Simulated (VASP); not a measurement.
# BN (P1) in VASP: single point with PBEsol

Aim: the single point of BN with PBEsol.

Program: VASP 6.6.1. These are calculated values, not measurements. Logs are shortened: lines on timing, memory, paths and dates and some standing lists are left out, and cuts for length are marked.

### Step 1. The cell of the first run

The typed cell holds 12 atoms: a = 2.541 Å, b = 2.541 Å, c = 12.612 Å, α = 89.42°, β = 88.85°, γ = 60.00°.

### Step 2. Single point, PBEsol

File INCAR:

```
SYSTEM = BN
PREC = Accurate
ENCUT = 600
EDIFF = 1E-6
ISMEAR = 0
SIGMA = 0.05
LREAL = .FALSE.
LASPH = .TRUE.
NELM = 120
ALGO = Normal
ISIF = 2
LWAVE = .FALSE.
LCHARG = .FALSE.
GGA = PS
NBANDS = 36
GGA_COMPAT = .FALSE.
```

File KPOINTS:

```
Automatic mesh
0
G
  10 10 2
  0 0 0
```

File POSCAR:

```
BN
1.0
   -2.5410113134      0.0000000000      0.0000000000
   -1.2705056567     -2.2005803487      0.0000000000
   -0.2541011313      0.0000000000     12.6098865131
B N
6 6
Direct
    0.6437622335      0.6666666667      0.2290443320
    0.6104289001      0.6666666667      0.5623776653
    0.5770955668      0.6666666667      0.8957109987
    0.3270955668      0.3333333333      0.0623776653
    0.2937622335      0.3333333333      0.3957109987
    0.2604289001      0.3333333333      0.7290443320
    0.6562444332      0.6666666667      0.1042223347
    0.6229110999      0.6666666667      0.4375556680
    0.5895777665      0.6666666667      0.7708890013
    0.2395777665      0.3333333333      0.9375556680
    0.3062444332      0.3333333333      0.2708890013
    0.2729110999      0.3333333333      0.6042223347
```

Potentials or basis: VASP PAW PBE potentials, release 64 (B, N).

Launch:

```bash
> cat potpaw_PBE.64/B/POTCAR potpaw_PBE.64/N/POTCAR > POTCAR
> mpirun -np 1 vasp_std > vasp.out
```

OUTCAR:

```text
SYSTEM = BN
   PREC = Accurate
   ENCUT = 600
   EDIFF = 1E-6
   ISMEAR = 0
   LREAL = .FALSE.
   LASPH = .TRUE.
   NELM = 120
   ISIF = 2
   GGA = PS

 ion  position               nearest neighbor table
   1  0.644  0.667  0.229-  11 1.56  11 1.56  11 1.56   7 1.57
   2  0.610  0.667  0.562-  12 1.56  12 1.56  12 1.56   8 1.57
   3  0.577  0.667  0.896-  10 1.56  10 1.56  10 1.56   9 1.57
   4  0.327  0.333  0.062-   7 1.56   7 1.56   7 1.56  10 1.59
   5  0.294  0.333  0.396-   8 1.56   8 1.56   8 1.56  11 1.57
   6  0.260  0.333  0.729-   9 1.56   9 1.56   9 1.56  12 1.57
   7  0.656  0.667  0.104-   4 1.56   4 1.56   4 1.56   1 1.57
   8  0.623  0.667  0.438-   5 1.56   5 1.56   5 1.56   2 1.57
   9  0.590  0.667  0.771-   6 1.56   6 1.56   6 1.56   3 1.57
  10  0.240  0.333  0.938-   3 1.56   3 1.56   3 1.56   4 1.59
  11  0.306  0.333  0.271-   1 1.56   1 1.56   1 1.56   5 1.57
  12  0.273  0.333  0.604-   2 1.56   2 1.56   2 1.56   6 1.57

  LATTYP: Found a base centered monoclinic cell.
 ALAT       =     2.5410113134
 B/A-ratio  =     1.7320508076
 C/A-ratio  =     4.9635538322
 COS(beta)  =    -0.0201468551

  Lattice vectors:

 A1 = (   1.2705056567,  -2.2005803487,   0.0000000000)
 A2 = (   1.2705056567,   2.2005803487,   0.0000000000)
 A3 = (  -0.2541011313,   0.0000000000,  12.6098865131)

Analysis of symmetry for initial positions (statically):
=====================================================================
 Subroutine PRICEL returns:
 Original cell was already a primitive cell.

 Routine SETGRP: Setting up the symmetry group for a
 base centered monoclinic supercell.

 Subroutine GETGRP returns: Found  1 space group operations
 (whereof  1 operations were pure point group operations)
 out of a pool of  4 trial point group operations.

The static configuration has the point symmetry C_1 .

Analysis of symmetry for dynamics (positions and initial velocities):
=====================================================================
 Subroutine PRICEL returns:
 Original cell was already a primitive cell.

 Routine SETGRP: Setting up the symmetry group for a
 base centered monoclinic supercell.

 Subroutine GETGRP returns: Found  1 space group operations
 (whereof  1 operations were pure point group operations)
 out of a pool of  4 trial point group operations.

The dynamic configuration has the point symmetry C_1 .

 Subroutine INISYM returns: Found  1 space group operations
 (whereof  1 operations are pure point group operations),
 and found     1 'primitive' translations

----------------------------------------------------------------------------------------

                                     Primitive cell

  volume of cell :      70.5107

  direct lattice vectors                    reciprocal lattice vectors
    -2.541011313  0.000000000  0.000000000    -0.393544096  0.227212790 -0.007930285
    -1.270505657 -2.200580349  0.000000000     0.000000000 -0.454425579  0.000000000
    -0.254101131  0.000000000 12.609886513     0.000000000  0.000000000  0.079302855

  length of vectors
     2.541011313  2.541011313 12.612446442     0.454494771  0.454425579  0.079302855

  position of ions in fractional coordinates (direct lattice)
     0.643762233  0.666666667  0.229044332
     0.610428900  0.666666667  0.562377665
     0.577095567  0.666666667  0.895710999
     0.327095567  0.333333333  0.062377665
     0.293762233  0.333333333  0.395710999
     0.260428900  0.333333333  0.729044332
     0.656244433  0.666666667  0.104222335
     0.622911100  0.666666667  0.437555668
     0.589577766  0.666666667  0.770889001
     0.239577766  0.333333333  0.937555668
     0.306244433  0.333333333  0.270889001
     0.272911100  0.333333333  0.604222335

  ion indices of the primitive-cell ions
   primitive index   ion index
                 1           1
                 2           2
                 3           3
                 4           4
                 5           5
                 6           6
                 7           7
                 8           8
                 9           9
                10          10
                11          11
                12          12

----------------------------------------------------------------------------------------

 KPOINTS: Automatic mesh

Automatic generation of k-mesh.
 Grid dimensions read from file:
 generate k-points for:   10   10    2

 Generating k-lattice:

  Cartesian coordinates                     Fractional coordinates (reciprocal lattice)
    -0.039354410  0.022721279 -0.000793029     0.100000000  0.000000000  0.000000000
     0.000000000 -0.045442558  0.000000000     0.000000000  0.100000000  0.000000000
     0.000000000  0.000000000  0.039651427     0.000000000  0.000000000  0.500000000

  Length of vectors
     0.045449477  0.045442558  0.039651427

  Shift w.r.t. Gamma in fractional coordinates (k-lattice)
     0.000000000  0.000000000  0.000000000

 Subroutine IBZKPT returns following result:
 ===========================================

 Found    104 irreducible k-points:

 Following reciprocal coordinates:
            Coordinates               Weight
  0.000000  0.000000  0.000000      1.000000
  0.100000  0.000000  0.000000      2.000000
 -0.100000 -0.100000 -0.000000      2.000000
  0.200000  0.000000  0.000000      2.000000
 -0.200000 -0.200000 -0.000000      2.000000
  0.300000 -0.000000 -0.000000      2.000000
[... 16 lines left out ...]
  0.300000  0.400000 -0.000000      2.000000
 -0.200000  0.100000 -0.000000      2.000000
 [... further k-points ...]
   k-points           NKPTS =    104   k-points in BZ     NKDIM =    104   number of bands    NBANDS=     36
   number of dos      NEDOS =    301   number of ions     NIONS =     12
   total plane-waves  NPLWV =  43200
   dimension x,y,z NGX =    20 NGY =   20 NGZ =  108
   dimension x,y,z NGXF=    40 NGYF=   40 NGZF=  216
   ions per type =               6   6
   NGX,Y,Z   is equivalent  to a cutoff of  13.09, 13.09, 14.24 a.u.
   NGXF,Y,Z  is equivalent  to a cutoff of  26.17, 26.17, 28.47 a.u.
 SYSTEM =  BN
   PREC   = accura    normal or accurate (medium, high low for compatibility)
   ISTART =      0    job   : 0-new  1-cont  2-samecut
   ICHARG =      2    charge: 1-file 2-atom 10-const
   ISPIN  =      1    spin polarized calculation?
   LNONCOLLINEAR =      F non collinear calculations
   LSORBIT =      F    spin-orbit coupling
   LASPH  =      T    aspherical Exc in radial PAW
   ENCUT  =  600.0 eV  44.10 Ry    6.64 a.u.   5.08  5.08 25.19*2*pi/ulx,y,z
   NELM   =    120;   NELMIN=  2; NELMDL= -5     # of ELM steps
   EDIFF  = 0.1E-05   stopping-criterion for ELM
   LREAL  =      F    real-space projection
   EDIFFG = 0.1E-04   stopping-criterion for IOM
   NSW    =      0    number of steps for IOM
   IBRION =     -1    ionic relax: 0-MD 1-quasi-New 2-CG
   NFREE  =      0    steps in history (QN), initial steepest desc. (CG)
   ISIF   =      2    stress and relaxation
   ISYM   =      2    0-nonsym 1-usesym 2-fastsym
   POTIM  = 0.5000    time-step for ionic-motion
   TEBEG  =    0.0;   TEEND  =   0.0 temperature during run
   PSTRESS=    0.0 pullay stress
   NELECT =      48.0000    total number of electrons
   NUPDOWN=      -1.0000    fix difference up-down
   EMIN   =  10.00;   EMAX   =-10.00  energy-range for DOS
   EFERMI =   0.00;   METHOD = LEGACY
   ISMEAR =     0;   SIGMA  =   0.05  broadening in eV -4-tet -1-fermi 0-gaus
   EFERMI_NEDOS =   21; number of points for ismear=-14 and -15
   IALGO  =     38    algorithm
   IMIX   =      4    mixing-type and parameters
     AMIX     =   0.40;   BMIX     =  1.00
     AMIX_MAG =   1.60;   BMIX_MAG =  1.00
  volume/ion in A,a.u.               =       5.88        39.65
  Fermi-wavevector in a.u.,A,eV,Ry     =   1.440136  2.721463 28.218379  2.073992
  Thomas-Fermi vector in A             =   2.558914
   LORBIT       =      0    0 simple, 1 ext, 2 COOP (PROOUT), +10 PAW based schemes
   GGA     = PS    functional components
   LHFCALC =     F    Hartree Fock is set to
   AEXX    =    0.0000 exact exchange contribution
   IVDW    =     0    specifies the selected vdW correction
   LEPSILON=     F    determine dielectric tensor
   LRPA    =     F    only Hartree local field effects (RPA)
 non-spin polarized calculation
 Gauss-broadening in eV      SIGMA  =   0.05
  energy-cutoff  :      600.00
  volume of cell :       70.51
 maximum number of plane-waves:      2372
   NGX = 11   NGY = 11   NGZ = 51

 number of electron      47.9999997 magnetization

 Free energy of the ion-electron system (eV)
  ---------------------------------------------------
  ext. energy  EPLUGINS =         0.00000000
  ---------------------------------------------------
  free energy    TOTEN  =      -109.71556490 eV

  energy without entropy =     -109.71556490  energy(sigma->0) =     -109.71556490

 E-fermi :   7.8869     XC(G=0): -13.0353

 val. band max:        7.6541674933   @ k =   0.0000   0.0000   0.0000
 cond. band min:      12.6902979110   @ k =   0.3000  -0.4000  -0.0000
 fundamental gap:      5.0361304177
 Fermi energy:         7.8869326204

 k-point     1 :       0.0000    0.0000    0.0000
  band No.  band energies     occupation
      1     -12.9025      2.00000
      2     -12.2444      2.00000
      3     -12.2262      2.00000
      4     -10.3842      2.00000
      5     -10.3645      2.00000
      6      -8.6697      2.00000
[... 28 lines left out ...]
     35      17.1343      0.00000
     36      17.3600      0.00000
[... 866 lines left out ...]
      6      -7.6274      2.00000
[... 28 lines left out ...]
     35      18.7810      0.00000
     36      18.9307      0.00000

 [... further k-points ...]

------------------------ aborting loop because EDIFF is reached ----------------------------------------

  FORCE on cell =-STRESS in cart. coord.  units (eV):
  Direction    XX          YY          ZZ          XY          YZ          ZX
  --------------------------------------------------------------------------------------
  -------------------------------------------------------------------------------------
  Total       -0.1913343      0.2200176      0.2915058     -0.2825994     -0.1716050      2.7789765
  in kB       -4.3475877      4.9993443      6.6237316     -6.4213574     -3.8992904     63.1452160
  external PRESSURE =       2.4251627 kB  Pullay stress =       0.0000000 kB

 VOLUME and BASIS-vectors are now :
 -----------------------------------------------------------------------------
  energy-cutoff  :      600.00
  volume of cell :       70.51
      direct lattice vectors                 reciprocal lattice vectors
    -2.541011313  0.000000000  0.000000000    -0.393544096  0.227212790 -0.007930285
    -1.270505657 -2.200580349  0.000000000     0.000000000 -0.454425579  0.000000000
    -0.254101131  0.000000000 12.609886513     0.000000000  0.000000000  0.079302855

 POSITION                                       TOTAL-FORCE (eV/Angst)
 -----------------------------------------------------------------------------------
     -2.54101     -1.46705      2.88822         0.083861     -0.016007      0.029550
     -2.54101     -1.46705      7.09152        -0.000652     -0.000005      0.013550
     -2.54101     -1.46705     11.29481        -0.081563     -0.052183     -0.000867
     -1.27051     -0.73353      0.78658         1.244949      0.019742     -0.067461
     -1.27051     -0.73353      4.98987         0.001155     -0.000997      0.014102
     -1.27051     -0.73353      9.19317        -0.013059      0.000727      0.014792
     -2.54101     -1.46705      1.31423         0.111835     -0.067944      0.052873
     -2.54101     -1.46705      5.51753         0.000640     -0.000015     -0.013535
     -2.54101     -1.46705      9.72082        -0.075868      0.004749     -0.032305
     -1.27051     -0.73353     11.82247        -1.274035      0.114422      0.015861
     -1.27051     -0.73353      3.41588         0.003985     -0.002464     -0.012255
     -1.27051     -0.73353      7.61918        -0.001247     -0.000024     -0.014304
 -----------------------------------------------------------------------------------
    total drift:                                0.000242     -0.000013      0.000419

  FREE ENERGIE OF THE ION-ELECTRON SYSTEM (eV)
  ---------------------------------------------------
  free  energy   TOTEN  =      -109.7155648968 eV

  energy  without entropy=     -109.7155648968  energy(sigma->0) =     -109.71556490
```

Run time: 4.4 min. Hardware: 1 thread of Intel Xeon Platinum 8259CL at 2.50GHz (Skylake/Cascade Lake), shared host; peak memory 0.35 GiB.

Results:

```yaml
Free_energy: -109.7156 eV
Pressure: 0.2 GPa
Largest_force: 1.279 eV/Å
Band_gap_on_the_k_mesh: 5.04 eV
```

Forces on the atoms (eV/Å):
```
B    0.084 -0.016  0.030
B   -0.001  0.000  0.014
B   -0.082 -0.052 -0.001
B    1.245  0.020 -0.067
B    0.001 -0.001  0.014
B   -0.013  0.001  0.015
N    0.112 -0.068  0.053
N    0.001  0.000 -0.014
N   -0.076  0.005 -0.032
N   -1.274  0.114  0.016
N    0.004 -0.002 -0.012
N   -0.001  0.000 -0.014
```

Levels at points of the mesh, in eV from the valence-band top:
```
           k point  band 20  band 21  band 22  band 23  band 24  band 25  band 26  band 27  band 28  band 29
(0.00, 0.00, 0.00)    -0.68    -0.66    -0.31    -0.09     0.00     8.10     8.30     8.49     8.76     8.95
(0.50, 0.00, 0.00)    -3.55    -3.21    -3.11    -3.05    -2.21     6.14     6.48     6.54     6.63     6.75
(0.50, 0.50, 0.00)    -3.50    -3.23    -3.11    -2.98    -2.19     5.80     6.41     6.54     6.65     6.76
(0.00, 0.50, 0.00)    -3.48    -3.38    -3.09    -3.00    -2.20     6.28     6.33     6.53     6.66     6.68
(0.00, 0.00, 0.50)    -1.09    -0.33    -0.25    -0.22    -0.18     8.19     8.42     8.48     8.54     8.86
(0.50, 0.00, 0.50)    -3.87    -3.72    -3.34    -2.49    -2.45     6.21     6.47     6.55     6.61     7.06
(0.50, 0.50, 0.50)    -3.86    -3.80    -3.37    -2.47    -2.44     5.96     6.47     6.58     6.65     6.83
(0.00, 0.50, 0.50)    -3.84    -3.68    -3.57    -2.48    -2.44     6.35     6.39     6.59     6.62     7.09
```

Caveat: the PAW data sets were made with another functional, which shifts forces and pressure a little.
